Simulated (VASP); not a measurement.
# In (Fm-3m) in VASP: single point with PBE

Aim: the single point of In with PBE.

Everything below comes from runs of VASP 6.6.1. Logs are shortened: lines on timing, memory, paths and dates and some standing lists are left out, and cuts for length are marked.

### 1 The cell of the first run

It takes space group Fm-3m (No. 225, cubic). The conventional cell has a = 4.885 Å, b = 4.885 Å, c = 4.885 Å, α = 90.00°, β = 90.00°, γ = 90.00°. In (site symmetry m-3m) has 12 In at 3.45 Å within 4.5 Å.

This isn't the form of In at room conditions, which is tetragonal.

### 2 Single point, PBE

The input, INCAR:

```
  PREC = Accurate
  ENCUT = 500
  EDIFF = 1E-6
  ISMEAR = -1
  SIGMA = 0.1
  LREAL = F
  LASPH = T
  NELM = 120
  ALGO = Normal
  ISIF = 2
  LWAVE = F
  LCHARG = F
  GGA = PE
  NBANDS = 12
  GGA_COMPAT = F
```

The input, KPOINTS:

```
Automatic mesh
0
Gamma
  12 12 12
```

The input, POSCAR:

```
In
1.0
    0.0000000000      2.4424380000      2.4424380000
    2.4424380000      0.0000000000      2.4424380000
    2.4424380000      2.4424380000      0.0000000000
In
1
Direct
    0.0000000000      0.0000000000      0.0000000000
```

Potentials or basis: VASP PAW PBE potentials, release 64 (In_d).

The run is started by

```bash
$ cat potpaw_PBE.64/In_d/POTCAR > POTCAR
$ mpirun -np 1 vasp_std > vasp.out
```

OUTCAR:

```text
PREC = Accurate
   ENCUT = 500
   EDIFF = 1E-6
   ISMEAR = -1
   LREAL = F
   LASPH = T
   NELM = 120
   ISIF = 2
   GGA = PE

 ion  position               nearest neighbor table
   1  0.000  0.000  0.000-

  LATTYP: Found a face centered cubic cell.
 ALAT       =     4.8848760000

  Lattice vectors:

 A1 = (   0.0000000000,   2.4424380000,   2.4424380000)
 A2 = (   2.4424380000,   0.0000000000,   2.4424380000)
 A3 = (   2.4424380000,   2.4424380000,   0.0000000000)

Analysis of symmetry for initial positions (statically):
=====================================================================
 Subroutine PRICEL returns:
 Original cell was already a primitive cell.

 Routine SETGRP: Setting up the symmetry group for a
 face centered cubic supercell.

 Subroutine GETGRP returns: Found 48 space group operations
 (whereof 48 operations were pure point group operations)
 out of a pool of 48 trial point group operations.

The static configuration has the point symmetry O_h .

Analysis of symmetry for dynamics (positions and initial velocities):
=====================================================================
 Subroutine PRICEL returns:
 Original cell was already a primitive cell.

 Routine SETGRP: Setting up the symmetry group for a
 face centered cubic supercell.

 Subroutine GETGRP returns: Found 48 space group operations
 (whereof 48 operations were pure point group operations)
 out of a pool of 48 trial point group operations.

The dynamic configuration has the point symmetry O_h .

 Subroutine INISYM returns: Found 48 space group operations
 (whereof 48 operations are pure point group operations),
 and found     1 'primitive' translations

----------------------------------------------------------------------------------------

                                     Primitive cell

  volume of cell :      29.1407

  direct lattice vectors                    reciprocal lattice vectors
     0.000000000  2.442438000  2.442438000    -0.204713487  0.204713487  0.204713487
     2.442438000  0.000000000  2.442438000     0.204713487 -0.204713487  0.204713487
     2.442438000  2.442438000  0.000000000     0.204713487  0.204713487 -0.204713487

  length of vectors
     3.454128945  3.454128945  3.454128945     0.354574161  0.354574161  0.354574161

  position of ions in fractional coordinates (direct lattice)
     0.000000000  0.000000000  0.000000000

  ion indices of the primitive-cell ions
   primitive index   ion index
                 1           1

----------------------------------------------------------------------------------------

 KPOINTS: Automatic mesh

Automatic generation of k-mesh.
 Grid dimensions read from file:
 generate k-points for:   12   12   12

 Generating k-lattice:

  Cartesian coordinates                     Fractional coordinates (reciprocal lattice)
    -0.017059457  0.017059457  0.017059457     0.083333333  0.000000000  0.000000000
     0.017059457 -0.017059457  0.017059457     0.000000000  0.083333333  0.000000000
     0.017059457  0.017059457 -0.017059457     0.000000000  0.000000000  0.083333333

  Length of vectors
     0.029547847  0.029547847  0.029547847

  Shift w.r.t. Gamma in fractional coordinates (k-lattice)
     0.000000000  0.000000000  0.000000000

 Subroutine IBZKPT returns following result:
 ===========================================

 Found     72 irreducible k-points:

 Following reciprocal coordinates:
            Coordinates               Weight
  0.000000  0.000000  0.000000      1.000000
  0.083333  0.000000  0.000000      8.000000
  0.166667  0.000000  0.000000      8.000000
  0.250000  0.000000  0.000000      8.000000
  0.333333  0.000000  0.000000      8.000000
  0.416667  0.000000  0.000000      8.000000
[... 16 lines left out ...]
  0.500000  0.166667  0.000000     24.000000
 -0.416667  0.166667  0.000000     24.000000
 [... further k-points ...]
   k-points           NKPTS =     72   k-points in BZ     NKDIM =     72   number of bands    NBANDS=     12
   number of dos      NEDOS =    301   number of ions     NIONS =      1
   total plane-waves  NPLWV =  21952
   dimension x,y,z NGX =    28 NGY =   28 NGZ =   28
   dimension x,y,z NGXF=    56 NGYF=   56 NGZF=   56
   ions per type =               1
   NGX,Y,Z   is equivalent  to a cutoff of  13.48, 13.48, 13.48 a.u.
   NGXF,Y,Z  is equivalent  to a cutoff of  26.95, 26.95, 26.95 a.u.
 SYSTEM =  unknown system
   PREC   = accura    normal or accurate (medium, high low for compatibility)
   ISTART =      0    job   : 0-new  1-cont  2-samecut
   ICHARG =      2    charge: 1-file 2-atom 10-const
   ISPIN  =      1    spin polarized calculation?
   LNONCOLLINEAR =      F non collinear calculations
   LSORBIT =      F    spin-orbit coupling
   LASPH  =      T    aspherical Exc in radial PAW
   ENCUT  =  500.0 eV  36.75 Ry    6.06 a.u.   6.30  6.30  6.30*2*pi/ulx,y,z
   NELM   =    120;   NELMIN=  2; NELMDL= -5     # of ELM steps
   EDIFF  = 0.1E-05   stopping-criterion for ELM
   LREAL  =      F    real-space projection
   EDIFFG = 0.1E-04   stopping-criterion for IOM
   NSW    =      0    number of steps for IOM
   IBRION =     -1    ionic relax: 0-MD 1-quasi-New 2-CG
   NFREE  =      0    steps in history (QN), initial steepest desc. (CG)
   ISIF   =      2    stress and relaxation
   ISYM   =      2    0-nonsym 1-usesym 2-fastsym
   POTIM  = 0.5000    time-step for ionic-motion
   TEBEG  =    0.0;   TEEND  =   0.0 temperature during run
   PSTRESS=    0.0 pullay stress
   NELECT =      13.0000    total number of electrons
   NUPDOWN=      -1.0000    fix difference up-down
   EMIN   =  10.00;   EMAX   =-10.00  energy-range for DOS
   EFERMI =   0.00;   METHOD = LEGACY
   ISMEAR =    -1;   SIGMA  =   0.10  broadening in eV -4-tet -1-fermi 0-gaus
   EFERMI_NEDOS =   21; number of points for ismear=-14 and -15
   IALGO  =     38    algorithm
   IMIX   =      4    mixing-type and parameters
     AMIX     =   0.40;   BMIX     =  1.00
     AMIX_MAG =   1.60;   BMIX_MAG =  1.00
  volume/ion in A,a.u.               =      29.14       196.65
  Fermi-wavevector in a.u.,A,eV,Ry     =   1.250899  2.363857 21.289709  1.564749
  Thomas-Fermi vector in A             =   2.384872
   LORBIT       =      0    0 simple, 1 ext, 2 COOP (PROOUT), +10 PAW based schemes
   GGA     = PE    functional components
   LHFCALC =     F    Hartree Fock is set to
   AEXX    =    0.0000 exact exchange contribution
   IVDW    =     0    specifies the selected vdW correction
   LEPSILON=     F    determine dielectric tensor
   LRPA    =     F    only Hartree local field effects (RPA)
 non-spin polarized calculation
  energy-cutoff  :      500.00
  volume of cell :       29.14
 maximum number of plane-waves:       754
 NGX is ok and might be reduce to    28
   NGX = 13   NGY = 13   NGZ = 13

 number of electron      13.0000001 magnetization

 Free energy of the ion-electron system (eV)
  ---------------------------------------------------
  ext. energy  EPLUGINS =         0.00000000
  ---------------------------------------------------
  free energy    TOTEN  =        -2.55702172 eV

  energy without entropy =       -2.53937194  energy(sigma->0) =       -2.54819683

 E-fermi :   6.3507     XC(G=0):  -9.7524

 val. band max:        6.2578700226   @ k =  -0.3333   0.3333   0.0000
 cond. band min:       6.3787456230   @ k =  -0.2500   0.5000   0.2500
 fundamental gap:      0.1208756004
 Fermi energy:         6.3507091278

 k-point     1 :       0.0000    0.0000    0.0000
  band No.  band energies     occupation
      1      -8.1827      2.00000
      2      -8.1827      2.00000
      3      -8.1827      2.00000
      4      -8.0560      2.00000
      5      -8.0560      2.00000
      6      -2.4751      2.00000
      7      15.9780      0.00000
      8      15.9780      0.00000
      9      15.9780      0.00000
     10      17.6399      0.00000
     11      19.4861      0.00000
     12      19.4861      0.00000

 k-point     2 :       0.0833    0.0000    0.0000
  band No.  band energies     occupation
      1      -8.1836      2.00000
      2      -8.1739      2.00000
      3      -8.1739      2.00000
      4      -8.0568      2.00000
      5      -8.0568      2.00000
      6      -2.3357      2.00000
      7      14.4065      0.00000
      8      15.7431      0.00000
      9      15.7431      0.00000
     10      17.3168      0.00000
     11      19.8968      0.00000
     12      19.8968      0.00000

 k-point     3 :       0.1667    0.0000    0.0000
  band No.  band energies     occupation
      1      -8.1874      2.00000
      2      -8.1565      2.00000
      3      -8.1564      2.00000
      4      -8.0520      2.00000
      5      -8.0520      2.00000
      6      -1.9144      2.00000
      7      11.7896      0.00000
      8      15.2545      0.00000
      9      15.2545      0.00000
     10      17.1391      0.00000
     11      20.5920      0.00000
     12      20.5948      0.00000

 k-point     4 :       0.2500    0.0000    0.0000
  band No.  band energies     occupation
      1      -8.1952      2.00000
      2      -8.1513      2.00000
      3      -8.1513      2.00000
      4      -8.0262      2.00000
      5      -8.0262      2.00000
      6      -1.2065      2.00000
      7       9.2181      0.00000
      8      14.7642      0.00000
      9      14.7642      0.00000
     10      17.0222      0.00000
     11      19.6999      0.00000
     12      19.7030      0.00000

 k-point     5 :       0.3333    0.0000    0.0000
  band No.  band energies     occupation
      1      -8.2057      2.00000
      2      -8.1603      2.00000
      3      -8.1603      2.00000
      4      -7.9857      2.00000
      5      -7.9857      2.00000
      6      -0.2127      2.00000
      7       6.8523      0.01317
      8      14.3756      0.00000
      9      14.3756      0.00000
     10      16.9657      0.00000
     11      18.8852      0.00000
     12      18.8853      0.00000

 k-point     6 :       0.4167    0.0000    0.0000
  band No.  band energies     occupation
      1      -8.2149      2.00000
      2      -8.1706      2.00000
      3      -8.1706      2.00000
      4      -7.9518      2.00000
      5      -7.9518      2.00000
      6       1.0379      2.00000
      7       4.7668      2.00000
      8      14.1296      0.00000
      9      14.1296      0.00000
     10      16.9620      0.00000
     11      18.3807      0.00000
     12      18.3810      0.00000

 k-point     7 :       0.5000    0.0000    0.0000
  band No.  band energies     occupation
      1      -8.2186      2.00000
      2      -8.1748      2.00000
      3      -8.1748      2.00000
      4      -7.9389      2.00000
      5      -7.9389      2.00000
      6       2.0949      2.00000
      7       3.4298      2.00000
      8      14.0455      0.00000
      9      14.0455      0.00000
     10      16.9720      0.00000
     11      18.2109      0.00000
     12      18.2110      0.00000

 k-point     8 :       0.0833    0.0833    0.0000
  band No.  band energies     occupation
      1      -8.1932      2.00000
      2      -8.1655      2.00000
      3      -8.1655      2.00000
      4      -8.0669      2.00000
      5      -8.0489      2.00000
      6      -2.2892      2.00000
      7      15.0144      0.00000
      8      15.0144      0.00000
      9      15.2904      0.00000
     10      16.7598      0.00000
     11      20.2508      0.00000
     12      20.6987      0.00000
[... 166 lines left out ...]
 k-point    20 :       0.2500    0.1667    0.0000
  band No.  band energies     occupation
      1      -8.2330      2.00000
      2      -8.1254      2.00000
      3      -8.0952      2.00000
      4      -8.0823      2.00000
      5      -8.0091      2.00000
      6      -1.2100      2.00000
      7      11.2324      0.00000
      8      12.8289      0.00000
      9      13.5261      0.00000
     10      15.6736      0.00000
     11      16.5686      0.00000
     12      22.6785      0.00000

 k-point    21 :       0.3333    0.1667    0.0000
  band No.  band energies     occupation
      1      -8.2326      2.00000
      2      -8.1441      2.00000
      3      -8.0945      2.00000
      4      -8.0526      2.00000
      5      -7.9736      2.00000
      6      -0.4061      2.00000
      7       8.8054      0.00000
      8      12.4432      0.00000
      9      12.6989      0.00000
     10      15.1985      0.00000
     11      17.9334      0.00000
     12      22.1783      0.00000

 k-point    22 :       0.4167    0.1667    0.0000
  band No.  band energies     occupation
      1      -8.2271      2.00000
      2      -8.1534      2.00000
      3      -8.1049      2.00000
      4      -8.0273      2.00000
      5      -7.9436      2.00000
      6       0.6739      2.00000
      7       6.5759      0.19044
      8      11.8047      0.00000
      9      12.3368      0.00000
     10      14.9683      0.00000
     11      19.7367      0.00000
     12      21.2401      0.00000

 k-point    23 :       0.5000    0.1667    0.0000
  band No.  band energies     occupation
      1      -8.2192      2.00000
      2      -8.1557      2.00000
      3      -8.1157      2.00000
      4      -8.0056      2.00000
      5      -7.9355      2.00000
      6       1.9565      2.00000
      7       4.6697      2.00000
      8      11.0521      0.00000
      9      12.5227      0.00000
     10      15.0318      0.00000
     11      20.5243      0.00000
     12      20.5841      0.00000

 k-point    24 :      -0.4167    0.1667    0.0000
  band No.  band energies     occupation
      1      -8.2064      2.00000
      2      -8.1579      2.00000
      3      -8.1211      2.00000
      4      -7.9893      2.00000
      5      -7.9544      2.00000
      6       2.3382      2.00000
      7       4.2061      2.00000
      8      10.5270      0.00000
      9      12.9992      0.00000
     10      15.3543      0.00000
     11      20.0334      0.00000
     12      20.1868      0.00000

 [... further k-points ...]
[... 5 lines left out ...]
  --------------------------------------------------------------------------------------
  -------------------------------------------------------------------------------------
  Total       -0.3313393     -0.3313393     -0.3313393     -0.0000000     -0.0000000      0.0000000
  in kB      -18.2172538    -18.2172538    -18.2172538     -0.0000000     -0.0000000      0.0000000
  external PRESSURE =     -18.2172538 kB  Pullay stress =       0.0000000 kB

 VOLUME and BASIS-vectors are now :
 -----------------------------------------------------------------------------
  energy-cutoff  :      500.00
  volume of cell :       29.14
      direct lattice vectors                 reciprocal lattice vectors
     0.000000000  2.442438000  2.442438000    -0.204713487  0.204713487  0.204713487
     2.442438000  0.000000000  2.442438000     0.204713487 -0.204713487  0.204713487
     2.442438000  2.442438000  0.000000000     0.204713487  0.204713487 -0.204713487

 POSITION                                       TOTAL-FORCE (eV/Angst)
 -----------------------------------------------------------------------------------
      0.00000      0.00000      0.00000        -0.000000     -0.000000     -0.000000
 -----------------------------------------------------------------------------------
    total drift:                               -0.000000     -0.000000     -0.000000

  FREE ENERGIE OF THE ION-ELECTRON SYSTEM (eV)
  ---------------------------------------------------
  free  energy   TOTEN  =        -2.5570217174 eV

  energy  without entropy=       -2.5393719375  energy(sigma->0) =       -2.54819683
```

Wall time 10 s (1 thread of Intel Xeon 6975P-C (Granite Rapids), shared host); peak memory 0.17 GiB.

Results:

```
Free energy            : -2.5570 eV
Pressure               : -1.8 GPa
Band gap on the k mesh : zero (an odd number of electrons rules out a gap without spin polarisation)
```

Caveat: spin-orbit coupling is left out, which moves the levels of the heavy elements.
